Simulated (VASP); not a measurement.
# GaAs (F-43m) in VASP: single point with PBE

Aim: the single point of GaAs with PBE.

Program: VASP 6.6.1. These are calculated values, not measurements. Logs are shortened: lines on timing, memory, paths and dates and some standing lists are left out, and cuts for length are marked.

## Step 1: The cell of the first run

Symmetry: F-43m, No. 216, cubic system. Conventional cell: a = 5.746 Å, b = 5.746 Å, c = 5.746 Å, α = 90.00°, β = 90.00°, γ = 90.00°. Ga (site symmetry -43m) has 4 As at 2.49 Å within 3.3 Å. Within 3.3 Å of As (site symmetry -43m) lie 4 Ga at 2.49 Å.

## Step 2: Single point, PBE

INCAR reads:

```
SYSTEM = GaAs
PREC     = Accurate       ! precision mode
ENCUT    = 520            ! plane-wave cutoff, eV
EDIFF    = 1E-6           ! SCF threshold, eV
ISMEAR   = 0              ! smearing method
SIGMA    = 0.05           ! smearing width, eV
LREAL    = .FALSE.        ! projectors in reciprocal space
LASPH    = .TRUE.         ! aspherical terms in the spheres
NELM     = 60             ! most SCF steps
ALGO     = Normal         ! electronic algorithm
ISIF     = 2              ! what is computed and relaxed
LWAVE    = .FALSE.        ! write WAVECAR
LCHARG   = .TRUE.         ! write CHGCAR
GGA      = PE             ! functional
LELF     = .TRUE.         ! ELF
LVHAR    = .TRUE.       
NBANDS   = 16             ! bands
```

KPOINTS reads:

```
Automatic mesh
0
G
  10 10 10
  0 0 0
```

POSCAR reads:

```
GaAs
1.0
    0.0000000000      2.8729907773      2.8729907773
    2.8729907773      0.0000000000      2.8729907773
    2.8729907773      2.8729907773      0.0000000000
Ga As
1 1
Direct
    0.0000000000      0.0000000000      0.0000000000
    0.2500000000      0.2500000000      0.2500000000
```

Potentials or basis: VASP PAW PBE potentials, release 64 (Ga_d, As).

Command:

```bash
> cat potpaw_PBE.64/Ga_d/POTCAR potpaw_PBE.64/As/POTCAR > POTCAR
> mpirun -np 1 vasp_std > vasp.out
```

OUTCAR:

```text
SYSTEM = GaAs
   PREC = Accurate
   ENCUT = 520
   EDIFF = 1E-6
   ISMEAR = 0
   LREAL = .FALSE.
   LASPH = .TRUE.
   NELM = 60
   ISIF = 2
   GGA = PE

 ion  position               nearest neighbor table
   1  0.000  0.000  0.000-   2 2.49   2 2.49   2 2.49   2 2.49
   2  0.250  0.250  0.250-   1 2.49   1 2.49   1 2.49   1 2.49

  LATTYP: Found a face centered cubic cell.
 ALAT       =     5.7459815546

  Lattice vectors:

 A1 = (   0.0000000000,   2.8729907773,   2.8729907773)
 A2 = (   2.8729907773,   0.0000000000,   2.8729907773)
 A3 = (   2.8729907773,   2.8729907773,   0.0000000000)

Analysis of symmetry for initial positions (statically):
=====================================================================
 Subroutine PRICEL returns:
 Original cell was already a primitive cell.

 Routine SETGRP: Setting up the symmetry group for a
 face centered cubic supercell.

 Subroutine GETGRP returns: Found 24 space group operations
 (whereof 24 operations were pure point group operations)
 out of a pool of 48 trial point group operations.

The static configuration has the point symmetry T_d .

Analysis of symmetry for dynamics (positions and initial velocities):
=====================================================================
 Subroutine PRICEL returns:
 Original cell was already a primitive cell.

 Routine SETGRP: Setting up the symmetry group for a
 face centered cubic supercell.

 Subroutine GETGRP returns: Found 24 space group operations
 (whereof 24 operations were pure point group operations)
 out of a pool of 48 trial point group operations.

The dynamic configuration has the point symmetry T_d .

 Subroutine INISYM returns: Found 24 space group operations
 (whereof 24 operations are pure point group operations),
 and found     1 'primitive' translations

----------------------------------------------------------------------------------------

                                     Primitive cell

  volume of cell :      47.4278

  direct lattice vectors                    reciprocal lattice vectors
     0.000000000  2.872990777  2.872990777    -0.174034669  0.174034669  0.174034669
     2.872990777  0.000000000  2.872990777     0.174034669 -0.174034669  0.174034669
     2.872990777  2.872990777  0.000000000     0.174034669  0.174034669 -0.174034669

  length of vectors
     4.063022522  4.063022522  4.063022522     0.301436890  0.301436890  0.301436890

  position of ions in fractional coordinates (direct lattice)
     0.000000000  0.000000000  0.000000000
     0.250000000  0.250000000  0.250000000

  ion indices of the primitive-cell ions
   primitive index   ion index
                 1           1
                 2           2

----------------------------------------------------------------------------------------

 KPOINTS: Automatic mesh

Automatic generation of k-mesh.
 Grid dimensions read from file:
 generate k-points for:   10   10   10

 Generating k-lattice:

  Cartesian coordinates                     Fractional coordinates (reciprocal lattice)
    -0.017403467  0.017403467  0.017403467     0.100000000  0.000000000  0.000000000
     0.017403467 -0.017403467  0.017403467     0.000000000  0.100000000  0.000000000
     0.017403467  0.017403467 -0.017403467     0.000000000  0.000000000  0.100000000

  Length of vectors
     0.030143689  0.030143689  0.030143689

  Shift w.r.t. Gamma in fractional coordinates (k-lattice)
     0.000000000  0.000000000  0.000000000

 Subroutine IBZKPT returns following result:
 ===========================================

 Found     47 irreducible k-points:

 Following reciprocal coordinates:
            Coordinates               Weight
  0.000000  0.000000  0.000000      1.000000
  0.100000  0.000000  0.000000      8.000000
  0.200000  0.000000  0.000000      8.000000
  0.300000  0.000000  0.000000      8.000000
  0.400000  0.000000  0.000000      8.000000
  0.500000  0.000000  0.000000      4.000000
[... 16 lines left out ...]
  0.300000  0.300000  0.000000      6.000000
  0.400000  0.300000  0.000000     24.000000
 [... further k-points ...]
   k-points           NKPTS =     47   k-points in BZ     NKDIM =     47   number of bands    NBANDS=     16
   number of dos      NEDOS =    301   number of ions     NIONS =      2
   total plane-waves  NPLWV =  27000
   dimension x,y,z NGX =    30 NGY =   30 NGZ =   30
   dimension x,y,z NGXF=    60 NGYF=   60 NGZF=   60
   ions per type =               1   1
   NGX,Y,Z   is equivalent  to a cutoff of  12.28, 12.28, 12.28 a.u.
   NGXF,Y,Z  is equivalent  to a cutoff of  24.55, 24.55, 24.55 a.u.
 SYSTEM =  GaAs
   PREC   = accura    normal or accurate (medium, high low for compatibility)
   ISTART =      0    job   : 0-new  1-cont  2-samecut
   ICHARG =      2    charge: 1-file 2-atom 10-const
   ISPIN  =      1    spin polarized calculation?
   LNONCOLLINEAR =      F non collinear calculations
   LSORBIT =      F    spin-orbit coupling
   LASPH  =      T    aspherical Exc in radial PAW
   ENCUT  =  520.0 eV  38.22 Ry    6.18 a.u.   7.55  7.55  7.55*2*pi/ulx,y,z
   NELM   =     60;   NELMIN=  2; NELMDL= -5     # of ELM steps
   EDIFF  = 0.1E-05   stopping-criterion for ELM
   LREAL  =      F    real-space projection
   EDIFFG = 0.1E-04   stopping-criterion for IOM
   NSW    =      0    number of steps for IOM
   IBRION =     -1    ionic relax: 0-MD 1-quasi-New 2-CG
   NFREE  =      0    steps in history (QN), initial steepest desc. (CG)
   ISIF   =      2    stress and relaxation
   ISYM   =      2    0-nonsym 1-usesym 2-fastsym
   POTIM  = 0.5000    time-step for ionic-motion
   TEBEG  =    0.0;   TEEND  =   0.0 temperature during run
   PSTRESS=    0.0 pullay stress
   NELECT =      18.0000    total number of electrons
   NUPDOWN=      -1.0000    fix difference up-down
   EMIN   =  10.00;   EMAX   =-10.00  energy-range for DOS
   EFERMI =   0.00;   METHOD = LEGACY
   ISMEAR =     0;   SIGMA  =   0.05  broadening in eV -4-tet -1-fermi 0-gaus
   EFERMI_NEDOS =   21; number of points for ismear=-14 and -15
   IALGO  =     38    algorithm
   IMIX   =      4    mixing-type and parameters
     AMIX     =   0.40;   BMIX     =  1.00
     AMIX_MAG =   1.60;   BMIX_MAG =  1.00
  volume/ion in A,a.u.               =      23.71       160.03
  Fermi-wavevector in a.u.,A,eV,Ry     =   1.185281  2.239857 19.114713  1.404892
  Thomas-Fermi vector in A             =   2.321478
   LORBIT       =      0    0 simple, 1 ext, 2 COOP (PROOUT), +10 PAW based schemes
   GGA     = PE    functional components
   LHFCALC =     F    Hartree Fock is set to
   AEXX    =    0.0000 exact exchange contribution
   IVDW    =     0    specifies the selected vdW correction
   LEPSILON=     F    determine dielectric tensor
   LRPA    =     F    only Hartree local field effects (RPA)
 non-spin polarized calculation
 Gauss-broadening in eV      SIGMA  =   0.05
  energy-cutoff  :      520.00
  volume of cell :       47.43
 maximum number of plane-waves:      1298
   NGX = 15   NGY = 15   NGZ = 15

 number of electron      17.9999987 magnetization

 Free energy of the ion-electron system (eV)
  ---------------------------------------------------
  ext. energy  EPLUGINS =         0.00000000
  ---------------------------------------------------
  free energy    TOTEN  =        -8.27525634 eV

  energy without entropy =       -8.27524913  energy(sigma->0) =       -8.27525273

 E-fermi :   3.5746     XC(G=0):  -9.3714

 val. band max:        3.4867549728   @ k =   0.0000   0.0000   0.0000
 cond. band min:       3.6475925143   @ k =   0.0000   0.0000   0.0000
 fundamental gap:      0.1608375415
 Fermi energy:         3.5745892080

 k-point     1 :       0.0000    0.0000    0.0000
  band No.  band energies     occupation
      1     -11.2394      2.00000
      2     -11.2394      2.00000
      3     -11.2394      2.00000
      4     -11.1714      2.00000
      5     -11.1714      2.00000
      6      -8.9008      2.00000
[... 8 lines left out ...]
     15      13.4896      0.00000
     16      13.4896      0.00000

 k-point     2 :       0.1000    0.0000    0.0000
  band No.  band energies     occupation
      1     -11.2463      2.00000
      2     -11.2374      2.00000
      3     -11.2374      2.00000
      4     -11.1715      2.00000
      5     -11.1715      2.00000
      6      -8.7915      2.00000
[... 8 lines left out ...]
     15      12.8587      0.00000
     16      12.8587      0.00000

 k-point     3 :       0.2000    0.0000    0.0000
  band No.  band energies     occupation
      1     -11.2636      2.00000
      2     -11.2326      2.00000
      3     -11.2326      2.00000
      4     -11.1714      2.00000
      5     -11.1714      2.00000
      6      -8.4779      2.00000
[... 8 lines left out ...]
     15      12.3844      0.00000
     16      12.4181      0.00000

 k-point     4 :       0.3000    0.0000    0.0000
  band No.  band energies     occupation
      1     -11.2835      2.00000
      2     -11.2274      2.00000
      3     -11.2274      2.00000
      4     -11.1705      2.00000
      5     -11.1705      2.00000
      6      -8.0106      2.00000
[... 8 lines left out ...]
     15      12.7274      0.00000
     16      12.7274      0.00000
[... 324 lines left out ...]
 k-point    22 :      -0.2000    0.2000    0.0000
  band No.  band energies     occupation
      1     -11.2894      2.00000
      2     -11.2246      2.00000
      3     -11.2229      2.00000
      4     -11.1738      2.00000
      5     -11.1696      2.00000
      6      -7.8487      2.00000
[... 8 lines left out ...]
     15      13.8692      0.00000
     16      14.5432      0.00000

 k-point    23 :       0.3000    0.3000    0.0000
  band No.  band energies     occupation
      1     -11.3051      2.00000
      2     -11.2127      2.00000
      3     -11.2127      2.00000
      4     -11.1841      2.00000
      5     -11.1643      2.00000
      6      -7.6967      2.00000
[... 8 lines left out ...]
     15      14.8892      0.00000
     16      15.6231      0.00000

 k-point    24 :       0.4000    0.3000    0.0000
  band No.  band energies     occupation
      1     -11.3156      2.00000
      2     -11.2089      2.00000
      3     -11.2077      2.00000
      4     -11.1857      2.00000
      5     -11.1632      2.00000
      6      -7.2942      2.00000
[... 8 lines left out ...]
     15      15.5506      0.00000
     16      15.9799      0.00000

 [... further k-points ...]

------------------------ aborting loop because EDIFF is reached ----------------------------------------

  FORCE on cell =-STRESS in cart. coord.  units (eV):
  Direction    XX          YY          ZZ          XY          YZ          ZX
  --------------------------------------------------------------------------------------
  -------------------------------------------------------------------------------------
  Total        0.0375987      0.0375987      0.0375987     -0.0000000      0.0000000     -0.0000000
  in kB        1.2701387      1.2701387      1.2701387     -0.0000000      0.0000000     -0.0000000
  external PRESSURE =       1.2701387 kB  Pullay stress =       0.0000000 kB

 VOLUME and BASIS-vectors are now :
 -----------------------------------------------------------------------------
  energy-cutoff  :      520.00
  volume of cell :       47.43
      direct lattice vectors                 reciprocal lattice vectors
     0.000000000  2.872990777  2.872990777    -0.174034669  0.174034669  0.174034669
     2.872990777  0.000000000  2.872990777     0.174034669 -0.174034669  0.174034669
     2.872990777  2.872990777  0.000000000     0.174034669  0.174034669 -0.174034669

 POSITION                                       TOTAL-FORCE (eV/Angst)
 -----------------------------------------------------------------------------------
      0.00000      0.00000      0.00000         0.000000      0.000000      0.000000
      1.43650      1.43650      1.43650        -0.000000     -0.000000     -0.000000
 -----------------------------------------------------------------------------------
    total drift:                                0.000002      0.000002      0.000002

  FREE ENERGIE OF THE ION-ELECTRON SYSTEM (eV)
  ---------------------------------------------------
  free  energy   TOTEN  =        -8.2752563383 eV

  energy  without entropy=       -8.2752491256  energy(sigma->0) =       -8.27525273
```

Run time: 17 s. Hardware: 1 thread of Intel Xeon 6975P-C (Granite Rapids), shared host; peak memory 0.18 GiB.

What came out:

| Property | Result |
| --- | --- |
| Free energy | -8.2753 eV |
| Pressure | 0.1 GPa |
| Band gap on the k mesh | 0.16 eV, direct |
